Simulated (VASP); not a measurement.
# SiGe (P6_3mc) in VASP: notebook, part 2 of 3

VASP 6.6.1.

## 3. Single point, r2SCAN (strain -0.015 along x and y, -0.030 along z)

The input, POSCAR:

```
SiGe
1.0
    3.8458119777      0.0000000000      0.0000000000
   -1.9229059889      3.3305708708      0.0000000000
    0.0000000000      0.0000000000      6.2600692790
Si Ge
2 2
Direct
    0.6666666667      0.3333333333      0.8744661518
    0.3333333333      0.6666666667      0.3744661518
    0.6666666667      0.3333333333      0.5005328482
    0.3333333333      0.6666666667      0.0005328482
```

The input, INCAR.step1:

```
  ALGO = Normal
  EDIFF = 1E-4
  ENCUT = 520
  GGA = PE
  ISMEAR = 0
  LASPH = T
  LCHARG = F
  LREAL = F
  LWAVE = T
  NBANDS = 26
  NELM = 100
  PREC = Accurate
  SIGMA = 0.05
```

The input, INCAR.step2:

```
  ALGO = Normal
  EDIFF = 1E-6
  ENCUT = 520
  ISIF = 2
  ISMEAR = 0
  ISTART = 1
  LASPH = T
  LCHARG = F
  LMIXTAU = T
  LREAL = F
  LWAVE = F
  METAGGA = R2SCAN
  NBANDS = 26
  NELM = 100
  PREC = Accurate
  SIGMA = 0.05
```

The input, KPOINTS:

```
k-points
0
Gamma
  12 12 4
```

Potentials or basis: VASP PAW PBE potentials, release 64 (Si, Ge_d).

Started as:

```
cat potpaw_PBE.64/Si/POTCAR potpaw_PBE.64/Ge_d/POTCAR > POTCAR
cp INCAR.step1 INCAR
mpirun -np 1 vasp_std > vasp.out
cp INCAR.step2 INCAR
mpirun -np 1 vasp_std > vasp.out
```

OUTCAR:

```text
EDIFF = 1E-6
   ENCUT = 520
   ISIF = 2
   ISMEAR = 0
   ISTART = 1
   LASPH = T
   LREAL = F
   METAGGA = R2SCAN
   NELM = 100
   PREC = Accurate

 ion  position               nearest neighbor table
   1  0.667  0.333  0.874-   3 2.34   4 2.36   4 2.36   4 2.36
   2  0.333  0.667  0.374-   4 2.34   3 2.36   3 2.36   3 2.36
   3  0.667  0.333  0.501-   1 2.34   2 2.36   2 2.36   2 2.36
   4  0.333  0.667  0.001-   2 2.34   1 2.36   1 2.36   1 2.36

  LATTYP: Found a hexagonal cell.
 ALAT       =     3.8458119777
 C/A-ratio  =     1.6277626975

  Lattice vectors:

 A1 = (   3.8458119777,   0.0000000000,   0.0000000000)
 A2 = (  -1.9229059889,   3.3305708708,   0.0000000000)
 A3 = (   0.0000000000,   0.0000000000,   6.2600692790)

Analysis of symmetry for initial positions (statically):
=====================================================================
 Subroutine PRICEL returns:
 Original cell was already a primitive cell.

 Routine SETGRP: Setting up the symmetry group for a
 hexagonal supercell.

 Subroutine GETGRP returns: Found 12 space group operations
 (whereof  6 operations were pure point group operations)
 out of a pool of 24 trial point group operations.

The static configuration has the point symmetry C_3v.
 The point group associated with its full space group is C_6v.

Analysis of symmetry for dynamics (positions and initial velocities):
=====================================================================
 Subroutine PRICEL returns:
 Original cell was already a primitive cell.

 Routine SETGRP: Setting up the symmetry group for a
 hexagonal supercell.

 Subroutine GETGRP returns: Found 12 space group operations
 (whereof  6 operations were pure point group operations)
 out of a pool of 24 trial point group operations.

The dynamic configuration has the point symmetry C_3v.
 The point group associated with its full space group is C_6v.
[... 120 lines left out ...]
   IALGO  =     38    algorithm
   IMIX   =      4    mixing-type and parameters
     AMIX     =   0.40;   BMIX     =  1.00
     AMIX_MAG =   1.60;   BMIX_MAG =  1.00
  volume/ion in A,a.u.               =      20.05       135.28
  Fermi-wavevector in a.u.,A,eV,Ry     =   1.253566  2.368895 21.380556  1.571427
  Thomas-Fermi vector in A             =   2.387412
   LORBIT       =      0    0 simple, 1 ext, 2 COOP (PROOUT), +10 PAW based schemes
   METAGGA = R2SCAN    functional components
   LHFCALC =     F    Hartree Fock is set to
   AEXX    =    0.0000 exact exchange contribution
   IVDW    =     0    specifies the selected vdW correction
   LEPSILON=     F    determine dielectric tensor
   LRPA    =     F    only Hartree local field effects (RPA)
 non-spin polarized calculation
 Gauss-broadening in eV      SIGMA  =   0.05
  energy-cutoff  :      520.00
  volume of cell :       80.18
 maximum number of plane-waves:      2202
 NGX is ok and might be reduce to    30
   NGX = 15   NGY = 15   NGZ = 23

 number of electron      36.0000001 magnetization

 Free energy of the ion-electron system (eV)
  ---------------------------------------------------
  ext. energy  EPLUGINS =         0.00000000
  ---------------------------------------------------
  free energy    TOTEN  =       -45.07865920 eV

  energy without entropy =      -45.07865920  energy(sigma->0) =      -45.07865920

 E-fermi :   6.3361     XC(G=0): -10.6578

 val. band max:        6.1295827761   @ k =   0.0000   0.0000   0.0000
 cond. band min:       6.6126082278   @ k =   0.5000  -0.0000   0.0000
 fundamental gap:      0.4830254517
 Fermi energy:         6.3361151575

 k-point     1 :       0.0000    0.0000    0.0000
  band No.  band energies     occupation
      1     -19.1725      2.00000
      2     -19.1720      2.00000
      3     -19.1660      2.00000
      4     -19.1660      2.00000
      5     -19.1619      2.00000
      6     -19.1619      2.00000
[... 685 lines left out ...]
     25      13.9034      0.00000
     26      14.0484      0.00000

 [... further k-points ...]

------------------------ aborting loop because EDIFF is reached ----------------------------------------

  FORCE on cell =-STRESS in cart. coord.  units (eV):
  Direction    XX          YY          ZZ          XY          YZ          ZX
  --------------------------------------------------------------------------------------
  -------------------------------------------------------------------------------------
  Total        2.2433430      2.2433430      4.3164425     -0.0000000      0.0000000      0.0000000
  in kB       44.8250111     44.8250111     86.2483270     -0.0000000      0.0000000      0.0000000
  external PRESSURE =      58.6327831 kB  Pullay stress =       0.0000000 kB

 VOLUME and BASIS-vectors are now :
 -----------------------------------------------------------------------------
  energy-cutoff  :      520.00
  volume of cell :       80.18
      direct lattice vectors                 reciprocal lattice vectors
     3.845811978  0.000000000  0.000000000     0.260023112  0.150124414  0.000000000
    -1.922905989  3.330570871  0.000000000     0.000000000  0.300248828  0.000000000
     0.000000000  0.000000000  6.260069279     0.000000000  0.000000000  0.159742641

 POSITION                                       TOTAL-FORCE (eV/Angst)
 -----------------------------------------------------------------------------------
      1.92291      1.11019      5.47422        -0.000000      0.000000      0.177472
     -0.00000      2.22038      2.34418        -0.000000     -0.000000      0.177472
      1.92291      1.11019      3.13337        -0.000000      0.000000     -0.177472
     -0.00000      2.22038      0.00334         0.000000      0.000000     -0.177472
 -----------------------------------------------------------------------------------
    total drift:                               -0.000000     -0.000000     -0.007127

  FREE ENERGIE OF THE ION-ELECTRON SYSTEM (eV)
  ---------------------------------------------------
  free  energy   TOTEN  =       -45.0786591974 eV

  energy  without entropy=      -45.0786591974  energy(sigma->0) =      -45.07865920
```

OUTCAR.step1:

```text
EDIFF = 1E-4
   ENCUT = 520
   GGA = PE
   ISMEAR = 0
[... 928 lines left out ...]
      1.92291      1.11019      5.47422        -0.000000      0.000000      0.184928
     -0.00000      2.22038      2.34418         0.000000     -0.000000      0.184928
      1.92291      1.11019      3.13337        -0.000000      0.000000     -0.184928
     -0.00000      2.22038      0.00334         0.000000     -0.000000     -0.184928
 -----------------------------------------------------------------------------------
    total drift:                               -0.000000     -0.000000     -0.001111

  FREE ENERGIE OF THE ION-ELECTRON SYSTEM (eV)
  ---------------------------------------------------
  free  energy   TOTEN  =       -19.5540764386 eV

  energy  without entropy=      -19.5540763236  energy(sigma->0) =      -19.55407638
```

OSZICAR.step1:

```text
N       E                     dE             d eps       ncg     rms          rms(c)
DAV:   1     0.267876292873E+03    0.26788E+03   -0.17679E+04  3462   0.303E+03
DAV:   2     0.229479251367E+02   -0.24493E+03   -0.23599E+03  3020   0.647E+02
DAV:   3    -0.182180872447E+02   -0.41166E+02   -0.40757E+02  3546   0.154E+02
DAV:   4    -0.198334651542E+02   -0.16154E+01   -0.16129E+01  3596   0.336E+01
DAV:   5    -0.198665177635E+02   -0.33053E-01   -0.33045E-01  3640   0.548E+00    0.616E+00
DAV:   6    -0.196527433525E+02    0.21377E+00   -0.10349E-01  3432   0.194E+00    0.370E+00
DAV:   7    -0.195506775933E+02    0.10207E+00   -0.18616E-01  3674   0.243E+00    0.234E-01
DAV:   8    -0.195533181114E+02   -0.26405E-02   -0.16577E-02  3610   0.114E+00    0.109E-01
DAV:   9    -0.195538625688E+02   -0.54446E-03   -0.61872E-04  3120   0.228E-01    0.752E-02
DAV:  10    -0.195540451332E+02   -0.18256E-03   -0.16337E-04  2808   0.816E-02    0.205E-02
DAV:  11    -0.195540764386E+02   -0.31305E-04   -0.48651E-05  2248   0.728E-02
   1 F= -.19554076E+02 E0= -.19554076E+02  d E =-.114994E-06
```

Run time: 4.1 min. Hardware: 1 thread of Intel Xeon Platinum 8488C (Sapphire Rapids), shared host; peak memory 0.27 GiB.

Results:

```yaml
Free_energy: -45.0787 eV
Pressure: 5.9 GPa
Largest_force: 0.177 eV/Å
Band_gap_on_the_k_mesh: 0.48 eV (least direct gap 0.78 eV)
```

Forces in eV/Å, atoms in the order of the input:
```
Si   0.000  0.000  0.177
Si   0.000  0.000  0.177
Ge   0.000  0.000 -0.177
Ge   0.000  0.000 -0.177
```

Stress tensor (GPa, compression positive):
```
4.48 0.00 0.00
0.00 4.48 0.00
0.00 0.00 8.62
```

Caveat: the cell differs from its parent crystal (strain -0.015 along x and y, -0.030 along z); the cell stands under pressure; the PAW data sets were made with another functional, which shifts forces and pressure a little. A k mesh can miss the band edges.

[end of part 2 of 3]
